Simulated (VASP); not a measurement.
# Al (P2/m) in VASP: notebook

The runs below take Al through single point, with PBE.

All numbers are computed with VASP 6.6.1; they aren't measurements. Logs are shortened: lines on timing, memory, paths and dates and some standing lists are left out, and cuts for length are marked.

### Step 1. The cell of the first run

Symmetry: P2/m, No. 10, monoclinic system. Conventional cell: a = 4.468 Å, b = 2.754 Å, c = 4.548 Å, α = 90.00°, β = 118.27°, γ = 90.00°. Within 3.4 Å of Al (site symmetry m) lie 5 Al at 2.58 to 2.75 Å.

### Step 2. Single point, PBE

INCAR reads:

```
ALGO = Normal ; EDIFF = 1E-6
ENCUT = 520 ; GGA = PE
ISIF = 2 ; ISMEAR = -1
LASPH = True ; LCHARG = False
LREAL = False ; LWAVE = False
NBANDS = 10 ; NELM = 80
PREC = Accurate ; SIGMA = 0.05
```

KPOINTS reads:

```
k-points
0
Gamma
  6 6 8
```

POSCAR reads:

```
Al
1.0
    4.5467300000     -0.0909346000      0.0000000000
   -2.3521216000      3.9830474000      0.0000000000
    0.0000000000      0.0000000000      2.7539300000
Al
2
Direct
    0.3333300000      0.6666700000      0.5000000000
    0.6666700000      0.3333300000      0.5000000000
```

Potentials or basis: VASP PAW PBE potentials, release 64 (Al).

Launch:

```
> cat potpaw_PBE.64/Al/POTCAR > POTCAR
> mpirun -np 1 vasp_std > vasp.out
```

OUTCAR:

```text
EDIFF = 1E-6
   ENCUT = 520
   GGA = PE
   ISIF = 2
   ISMEAR = -1
   LASPH = True
   LREAL = False
   NELM = 80
   PREC = Accurate

 ion  position               nearest neighbor table
   1  0.333  0.667  0.500-   2 2.58   2 2.63   2 2.67
   2  0.667  0.333  0.500-   1 2.58   1 2.63   1 2.67

  LATTYP: Found a simple monoclinic cell.
 ALAT       =     4.4682041222
 B/A-ratio  =     0.6163393446
 C/A-ratio  =     1.0177778657
 COS(beta)  =    -0.4736450842

  Lattice vectors:

 A1 = (   2.1946084000,   3.8921128000,   0.0000000000)
 A2 = (   0.0000000000,   0.0000000000,  -2.7539300000)
 A3 = (  -4.5467300000,   0.0909346000,   0.0000000000)

Analysis of symmetry for initial positions (statically):
=====================================================================
 Subroutine PRICEL returns:
 Original cell was already a primitive cell.

 Routine SETGRP: Setting up the symmetry group for a
 simple monoclinic supercell.

 Subroutine GETGRP returns: Found  4 space group operations
 (whereof  4 operations were pure point group operations)
 out of a pool of  4 trial point group operations.

The static configuration has the point symmetry C_2h.

Analysis of symmetry for dynamics (positions and initial velocities):
=====================================================================
 Subroutine PRICEL returns:
 Original cell was already a primitive cell.

 Routine SETGRP: Setting up the symmetry group for a
 simple monoclinic supercell.

 Subroutine GETGRP returns: Found  4 space group operations
 (whereof  4 operations were pure point group operations)
 out of a pool of  4 trial point group operations.

The dynamic configuration has the point symmetry C_2h.

 Subroutine INISYM returns: Found  4 space group operations
 (whereof  4 operations are pure point group operations),
 and found     1 'primitive' translations

----------------------------------------------------------------------------------------

                                     Primitive cell

  volume of cell :      49.2842

  direct lattice vectors                    reciprocal lattice vectors
     4.546730000 -0.090934600  0.000000000     0.222566949  0.131433165  0.000000000
    -2.352121600  3.983047400  0.000000000     0.005081294  0.254064720  0.000000000
[... 81 lines left out ...]
   LSORBIT =      F    spin-orbit coupling
   LASPH  =      T    aspherical Exc in radial PAW
   ENCUT  =  520.0 eV  38.22 Ry    6.18 a.u.   8.46  8.60  5.12*2*pi/ulx,y,z
   NELM   =     80;   NELMIN=  2; NELMDL= -5     # of ELM steps
   EDIFF  = 0.1E-05   stopping-criterion for ELM
   LREAL  =      F    real-space projection
   EDIFFG = 0.1E-04   stopping-criterion for IOM
   NSW    =      0    number of steps for IOM
   IBRION =     -1    ionic relax: 0-MD 1-quasi-New 2-CG
   NFREE  =      0    steps in history (QN), initial steepest desc. (CG)
   ISIF   =      2    stress and relaxation
   ISYM   =      2    0-nonsym 1-usesym 2-fastsym
   POTIM  = 0.5000    time-step for ionic-motion
   TEBEG  =    0.0;   TEEND  =   0.0 temperature during run
   PSTRESS=    0.0 pullay stress
   NELECT =       6.0000    total number of electrons
   NUPDOWN=      -1.0000    fix difference up-down
   EMIN   =  10.00;   EMAX   =-10.00  energy-range for DOS
   EFERMI =   0.00;   METHOD = LEGACY
   ISMEAR =    -1;   SIGMA  =   0.05  broadening in eV -4-tet -1-fermi 0-gaus
   EFERMI_NEDOS =   21; number of points for ismear=-14 and -15
   IALGO  =     38    algorithm
   IMIX   =      4    mixing-type and parameters
     AMIX     =   0.40;   BMIX     =  1.00
     AMIX_MAG =   1.60;   BMIX_MAG =  1.00
  volume/ion in A,a.u.               =      24.64       166.29
  Fermi-wavevector in a.u.,A,eV,Ry     =   0.811377  1.533280  8.957159  0.658333
  Thomas-Fermi vector in A             =   1.920725
   LORBIT       =      0    0 simple, 1 ext, 2 COOP (PROOUT), +10 PAW based schemes
   GGA     = PE    functional components
   LHFCALC =     F    Hartree Fock is set to
   AEXX    =    0.0000 exact exchange contribution
   IVDW    =     0    specifies the selected vdW correction
   LEPSILON=     F    determine dielectric tensor
   LRPA    =     F    only Hartree local field effects (RPA)
 non-spin polarized calculation
  energy-cutoff  :      520.00
  volume of cell :       49.28
 maximum number of plane-waves:      1346
 NGX is ok and might be reduce to    36
   NGX = 17   NGY = 17   NGZ = 11

 number of electron       6.0000000 magnetization

 Free energy of the ion-electron system (eV)
  ---------------------------------------------------
  ext. energy  EPLUGINS =         0.00000000
  ---------------------------------------------------
  free energy    TOTEN  =        -6.46947951 eV

  energy without entropy =       -6.46205069  energy(sigma->0) =       -6.46576510

 E-fermi :   3.9003     XC(G=0):  -8.4753

 val. band max:        3.8961890742   @ k =   0.5000   0.0000   0.0000
 cond. band min:       3.9021978821   @ k =   0.3333   0.5000   0.3750
 fundamental gap:      0.0060088079
 Fermi energy:         3.9003211951

 k-point     1 :       0.0000    0.0000    0.0000
  band No.  band energies     occupation
      1      -4.8314      2.00000
      2       3.0364      2.00000
      3       3.1615      2.00000
      4       3.3812      1.99994
      5       6.0229      0.00000
      6       6.3678      0.00000
      7       9.4433      0.00000
      8      13.2338      0.00000
      9      13.8438      0.00000
     10      19.5185      0.00000
[... 287 lines left out ...]
 k-point    24 :       0.5000    0.0000    0.1250
  band No.  band energies     occupation
      1      -2.8335      2.00000
      2      -1.6467      2.00000
      3       2.1586      2.00000
      4       4.1784      0.00766
      5       9.9955      0.00000
      6      10.8852      0.00000
      7      11.8583      0.00000
      8      12.0980      0.00000
      9      13.1229      0.00000
     10      13.4634      0.00000

 [... further k-points ...]
[... 5 lines left out ...]
  --------------------------------------------------------------------------------------
  -------------------------------------------------------------------------------------
  Total        0.0761991      0.0174614      0.0025756      0.4542828      0.0000000      0.0000000
  in kB        2.4771520      0.5676521      0.0837288     14.7682563      0.0000000      0.0000000
  external PRESSURE =       1.0428443 kB  Pullay stress =       0.0000000 kB

 VOLUME and BASIS-vectors are now :
 -----------------------------------------------------------------------------
  energy-cutoff  :      520.00
  volume of cell :       49.28
      direct lattice vectors                 reciprocal lattice vectors
     4.546730000 -0.090934600  0.000000000     0.222566949  0.131433165  0.000000000
    -2.352121600  3.983047400  0.000000000     0.005081294  0.254064720  0.000000000
     0.000000000  0.000000000  2.753930000     0.000000000  0.000000000  0.363117436

 POSITION                                       TOTAL-FORCE (eV/Angst)
 -----------------------------------------------------------------------------------
     -0.05253      2.62507      1.37696         0.248886      0.015760      0.000000
      2.24714      1.26705      1.37696        -0.248886     -0.015760      0.000000
 -----------------------------------------------------------------------------------
    total drift:                               -0.000000      0.000000     -0.000000

  FREE ENERGIE OF THE ION-ELECTRON SYSTEM (eV)
  ---------------------------------------------------
  free  energy   TOTEN  =        -6.4694795073 eV

  energy  without entropy=       -6.4620506883  energy(sigma->0) =       -6.46576510
```

Wall time 28 s (1 thread of Intel Xeon Platinum 8259CL at 2.50GHz (Skylake/Cascade Lake), shared host); peak memory 0.18 GiB.

Results:

* Free energy: -6.4695 eV
* Pressure: 0.1 GPa
* Largest force: 0.249 eV/Å
* Band gap on the k mesh: zero (band 3 reaches 6.27 eV, above the bottom of band 4 at 2.60 eV)

Forces on the atoms (eV/Å):
```
Al   0.249  0.016  0.000
Al  -0.249 -0.016  0.000
```

### Step 3. Single point, PBE

INCAR reads:

```
SYSTEM = Al
PREC     = Accurate       ! precision mode
ENCUT    = 520            ! plane-wave cutoff, eV
EDIFF    = 1E-7           ! SCF threshold, eV
ISMEAR   = -1             ! smearing method
SIGMA    = 0.05           ! smearing width, eV
LREAL    = .FALSE.        ! projectors in reciprocal space
LASPH    = .TRUE.         ! aspherical terms in the spheres
NELM     = 80             ! most SCF steps
ALGO     = Fast           ! electronic algorithm
ISIF     = 2              ! what is computed and relaxed
LWAVE    = .FALSE.        ! write WAVECAR
LCHARG   = .TRUE.         ! write CHGCAR
GGA      = PE             ! functional
LELF     = .TRUE.         ! ELF
LVHAR    = .TRUE.       
NBANDS   = 10             ! bands
```

KPOINTS reads:

```
Automatic mesh
0
G
  6 6 8
  0 0 0
```

POSCAR reads:

```
Al
1.0
    4.5467300000      0.0909346000      0.0000000000
   -2.1946184000      3.8921126000      0.0000000000
    0.0000000000      0.0000000000      2.7539300000
Al
2
Direct
    0.3333300000      0.6666700000      0.5000000000
    0.6666700000      0.3333300000      0.5000000000
```

Potentials or basis: VASP PAW PBE potentials, release 64 (Al).

Launch:

```
> cat potpaw_PBE.64/Al/POTCAR > POTCAR
> mpirun -np 1 vasp_std > vasp.out
```

Wall time 32 s (1 thread of Intel Xeon Platinum 8259CL at 2.50GHz (Skylake/Cascade Lake), shared host); peak memory 0.18 GiB.

It converged, with:

```
Free energy            : -6.4695 eV
Pressure               : 0.1 GPa
Largest force          : 0.249 eV/Å
Band gap on the k mesh : zero (band 3 reaches 6.27 eV, above the bottom of band 4 at 2.60 eV)
```

Forces in eV/Å, atoms in the order of the input:
```
Al  -0.248  0.016  0.000
Al   0.248 -0.016  0.000
```

Stress tensor (GPa, compression positive):
```
 0.24 -1.48  0.00
-1.48  0.05  0.00
 0.00  0.00  0.01
```

Levels at points of the mesh, in eV from the Fermi level:
```csv
k point,band 1,band 2,band 3,band 4,band 5,band 6,band 7
"(0.00, 0.00, 0.00)",-8.73,-0.86,-0.74,-0.52,2.12,2.47,5.54
"(0.50, 0.00, 0.00)",-7.27,-5.74,-1.72,0.37,6.78,7.16,7.64
"(0.00, 0.50, 0.00)",-7.15,-5.78,-1.87,0.18,6.83,6.99,7.97
"(0.50, 0.50, 0.00)",-7.03,-5.84,-2.02,0.00,7.10,7.30,7.85
"(0.00, 0.00, 0.50)",-4.42,-3.49,2.37,2.46,2.72,5.36,5.49
"(0.50, 0.00, 0.50)",-2.91,-2.19,-1.52,-0.68,1.61,4.41,4.92
"(0.00, 0.50, 0.50)",-2.79,-2.09,-1.57,-0.73,1.48,4.26,4.73
"(0.50, 0.50, 0.50)",-2.65,-1.99,-1.64,-0.79,1.35,4.11,4.53
```
